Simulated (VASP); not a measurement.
# Te2Mo in VASP: settings compared, part 2 of 2

VASP 6.6.1. The steps go on from the part before.

### 3 Single point, PBE+D4

This run uses another cell than the first one, of 36.02 Å³/atom, 0.934 times its volume.

INCAR reads:

```
SYSTEM = Te2Mo
PREC = Accurate
ENCUT = 520
EDIFF = 1E-6
ISMEAR = -1
SIGMA = 0.05
LREAL = .FALSE.
LASPH = .TRUE.
NELM = 60
ALGO = Normal
ISIF = 2
LWAVE = .FALSE.
LCHARG = .FALSE.
GGA = PE
IVDW = 13
NBANDS = 49
```

KPOINTS reads:

```
Automatic mesh
0
G
  9 9 1
  0 0 0
```

POSCAR reads:

```
Te2Mo
1.0
    3.5016278957      0.0000000000      0.0000000000
   -1.7508139479      3.0324987123      0.0000000000
    0.0000000000      0.0000000000     30.5255594167
Te Mo
6 3
Direct
    0.0000000000      0.0000000000      0.0594664792
    0.3333333333      0.6666666667      0.2843373274
    0.3333333333      0.6666666667      0.8346076109
    0.3333333333      0.6666666667      0.1653923891
    0.3333333333      0.6666666667      0.7156626726
    0.0000000000      0.0000000000      0.9405335208
    0.3333333333      0.6666666667      0.0000000000
    0.0000000000      0.0000000000      0.2249033433
    0.0000000000      0.0000000000      0.7750966567
```

Potentials or basis: VASP PAW PBE potentials, release 64 (Te, Mo_sv).

Started as:

```console
> cat potpaw_PBE.64/Te/POTCAR potpaw_PBE.64/Mo_sv/POTCAR > POTCAR
> mpirun -np 1 vasp_std > vasp.out
```

OUTCAR:

```text
SYSTEM = Te2Mo
   PREC = Accurate
   ENCUT = 520
   EDIFF = 1E-6
   ISMEAR = -1
   LREAL = .FALSE.
   LASPH = .TRUE.
   NELM = 60
   ISIF = 2
   GGA = PE
   IVDW = 13

 ion  position               nearest neighbor table
   1  0.000  0.000  0.059-   7 2.72   7 2.72   7 2.72   6 3.63
   2  0.333  0.667  0.284-   8 2.72   8 2.72   8 2.72   4 3.63
   3  0.333  0.667  0.835-   9 2.72   9 2.72   9 2.72   5 3.63
   4  0.333  0.667  0.165-   8 2.72   8 2.72   8 2.72   2 3.63
   5  0.333  0.667  0.716-   9 2.72   9 2.72   9 2.72   3 3.63
   6  0.000  0.000  0.941-   7 2.72   7 2.72   7 2.72   1 3.63
[... 830 lines left out ...]
  Total      -0.01048    -0.01048     0.08551     0.00000     0.00000     0.00000
  in kB      -0.05181    -0.05181     0.42265     0.00000     0.00000     0.00000
  external pressure =        0.11 kB  Pullay stress =        0.00 kB

 VOLUME and BASIS-vectors are now :
 -----------------------------------------------------------------------------
  energy-cutoff  :      520.00
  volume of cell :      324.14
      direct lattice vectors                 reciprocal lattice vectors
     3.501627896  0.000000000  0.000000000     0.285581458  0.164880532  0.000000000
    -1.750813948  3.032498712  0.000000000     0.000000000  0.329761063  0.000000000
     0.000000000  0.000000000 30.525559417     0.000000000  0.000000000  0.032759432

 POSITION                                       TOTAL-FORCE (eV/Angst)
 -----------------------------------------------------------------------------------
      0.00000      0.00000      1.81525        -0.000000     -0.000000      0.009735
     -0.00000      2.02167      8.67956        -0.000000     -0.000000      0.011735
     -0.00000      2.02167     25.47686        -0.000000      0.000000      0.003915
     -0.00000      2.02167      5.04870        -0.000000      0.000000     -0.003915
     -0.00000      2.02167     21.84600        -0.000000     -0.000000     -0.011735
      0.00000      0.00000     28.71031        -0.000000      0.000000     -0.009735
     -0.00000      2.02167      0.00000         0.000000      0.000000     -0.000000
      0.00000      0.00000      6.86530        -0.000000      0.000000      0.006135
      0.00000      0.00000     23.66026        -0.000000      0.000000     -0.006135
 -----------------------------------------------------------------------------------
    total drift:                                0.000001     -0.000000     -0.000000

  FREE ENERGIE OF THE ION-ELECTRON SYSTEM (eV)
  ---------------------------------------------------
  free  energy   TOTEN  =       -58.6879991114 eV

  energy  without entropy=      -58.6879616962  energy(sigma->0) =      -58.68798040
```

OSZICAR:

```text
N       E                     dE             d eps       ncg     rms          rms(c)
DAV:   1     0.586368821959E+03    0.58637E+03   -0.39742E+04  1496   0.137E+03
DAV:   2    -0.149212707383E+02   -0.60129E+03   -0.58216E+03  1436   0.310E+02
DAV:   3    -0.541681567367E+02   -0.39247E+02   -0.38092E+02  1488   0.661E+01
DAV:   4    -0.558146111298E+02   -0.16465E+01   -0.16350E+01  1744   0.125E+01
[... 16 lines left out ...]
DAV:  21    -0.539319953473E+02   -0.36649E-04   -0.12403E-06  1000   0.386E-03    0.308E-03
DAV:  22    -0.539320103389E+02   -0.14992E-04   -0.40577E-07   856   0.217E-03    0.289E-03
DAV:  23    -0.539320187713E+02   -0.84324E-05   -0.26715E-07   832   0.132E-03    0.197E-03
DAV:  24    -0.539320201220E+02   -0.13507E-05   -0.35629E-08   728   0.560E-04    0.153E-03
DAV:  25    -0.539320210880E+02   -0.96596E-06   -0.60400E-08   744   0.773E-04
   1 F= -.58687999E+02 E0= -.58687980E+02  d E =-.374152E-04
```

stdout:

```text
POSCAR found type information on POSCAR TeMo
 POSCAR found :  2 types and       9 ions
 scaLAPACK will be used
 LDA part: xc-table for (Slater+PW92), standard interpolation
 POSCAR, INCAR and KPOINTS ok, starting setup
 FFT: planning ... GRIDC
 FFT: planning ... GRID_SOFT
 FFT: planning ... GRID
 WAVECAR not read
 entering main loop
```

Run time: 12 min. Hardware: 1 thread of AMD EPYC 7R13, shared host; peak memory 0.48 GiB.

What came out:

```
Free energy                : -58.6880 eV
Largest force              : 0.012 eV/Å
Band gap on the k mesh     : 0.81 eV, indirect (least direct gap 1.11 eV)
Dispersion energy per atom : -0.528 eV
```

Forces on the atoms (eV/Å):
```
Te   0.000  0.000  0.010
Te   0.000  0.000  0.012
Te   0.000  0.000  0.004
Te   0.000  0.000 -0.004
Te   0.000  0.000 -0.012
Te   0.000  0.000 -0.010
Mo   0.000  0.000  0.000
Mo   0.000  0.000  0.006
Mo   0.000  0.000 -0.006
```

Levels at points of the mesh, in eV from the valence-band top:
| k point | band 37 | band 38 | band 39 | band 40 | band 41 | band 42 |
| --- | --- | --- | --- | --- | --- | --- |
| (0.00, 0.00, 0.00) | -0.95 | -0.08 | 0.00 | 2.90 | 2.90 | 2.96 |

Caveat: spin-orbit coupling is left out, which moves the levels of the heavy elements.

### 4 Single point, PBEsol+D3(BJ)

This run uses another cell than the first one, of 23.57 Å³/atom, 0.612 times its volume.

INCAR reads:

```
  ALGO = Normal
  EDIFF = 1E-6
  ENCUT = 520
  GGA = PS
  ISIF = 2
  ISMEAR = -1
  IVDW = 12
  LASPH = True
  LCHARG = False
  LREAL = False
  LWAVE = False
  NBANDS = 49
  NELM = 100
  PREC = Accurate
  SIGMA = 0.05
```

KPOINTS reads:

```
k-points
0
Gamma
  9 9 1
```

POSCAR reads:

```
Te2Mo
1.0
    3.4331290709      0.0000000000      0.0000000000
   -1.7165645355      2.9731769898      0.0000000000
    0.0000000000      0.0000000000     20.7858606808
Te Mo
6 3
Direct
    0.0000000000      0.0000000000      0.0873739979
    0.3333333333      0.6666666667      0.4079375927
    0.3333333333      0.6666666667      0.7668993316
    0.3333333333      0.6666666667      0.2331006684
    0.3333333333      0.6666666667      0.5920624073
    0.0000000000      0.0000000000      0.9126260021
    0.3333333333      0.6666666667      0.0000000000
    0.0000000000      0.0000000000      0.3205992702
    0.0000000000      0.0000000000      0.6794007298
```

Started as:

```console
> cat potpaw_PBE.64/Te/POTCAR potpaw_PBE.64/Mo_sv/POTCAR > POTCAR
> mpirun -np 1 vasp_std > vasp.out
```

It took 2.9 min on 1 thread of Intel Xeon Platinum 8488C (Sapphire Rapids), shared host; peak memory 0.38 GiB.

The run converged. Its results:

| Item | Value |
| --- | --- |
| Free energy | -63.7370 eV |
| Pressure | 0.1 GPa |
| Largest force | 0.035 eV/Å |
| Band gap on the k mesh | 0.55 eV, indirect (least direct gap 1.17 eV) |
| Dispersion energy per atom | -0.547 eV |

Forces in eV/Å, atoms in the order of the input:
```
Te   0.000  0.000  0.032
Te   0.000  0.000  0.035
Te   0.000  0.000  0.030
Te   0.000  0.000 -0.030
Te   0.000  0.000 -0.035
Te   0.000  0.000 -0.032
Mo   0.000  0.000  0.000
Mo   0.000  0.000  0.001
Mo   0.000  0.000 -0.001
```

Stress tensor (GPa, compression positive):
```
0.08 0.00 0.00
0.00 0.08 0.00
0.00 0.00 0.21
```

Levels at points of the mesh, in eV from the valence-band top:
| k point | band 35 | band 36 | band 37 | band 38 | band 39 | band 40 | band 41 | band 42 | band 43 | band 44 |
| --- | --- | --- | --- | --- | --- | --- | --- | --- | --- | --- |
| (0.00, 0.00, 0.00) | -1.05 | -1.05 | -0.80 | 0.00 | 0.00 | 2.97 | 2.97 | 3.02 | 3.02 | 3.22 |

Caveat: the PAW data sets were made with another functional, which shifts forces and pressure a little; spin-orbit coupling is left out, which moves the levels of the heavy elements. PBEsol gaps usually lie below the measured ones, often by a third to a half.

### 5 Summary

```tsv
task	level	cell	k mesh	cutoff (eV)	gap on the mesh (eV)	largest force (eV/Å)
relaxation of cell and atoms	PBEsol	relaxed from a = 3.562, b = 3.562, c = 31.563 Å, angles 90.0, 90.0, 120.0°, 9 atoms	7 × 7 × 1	600	0.97	0.01
single point	PBE+D4	a = 3.502, b = 3.502, c = 30.526 Å, angles 90.0, 90.0, 120.0°, 9 atoms	9 × 9 × 1	520	0.81	0.01
single point	PBEsol+D3(BJ)	a = 3.433, b = 3.433, c = 20.786 Å, angles 90.0, 90.0, 120.0°, 9 atoms	9 × 9 × 1	520	0.55	0.04
```

Alike in all rows: potentials or basis VASP PAW PBE potentials, release 64 (Te, Mo_sv); no spin polarisation; smearing fermi-dirac 0.05 eV.

Caveats: spin-orbit coupling is left out, which moves the levels of the heavy elements; the PAW data sets were made with another functional, which shifts forces and pressure a little (some runs).

Total energies depend on the potentials used, so only differences within one code and one set of settings carry meaning.
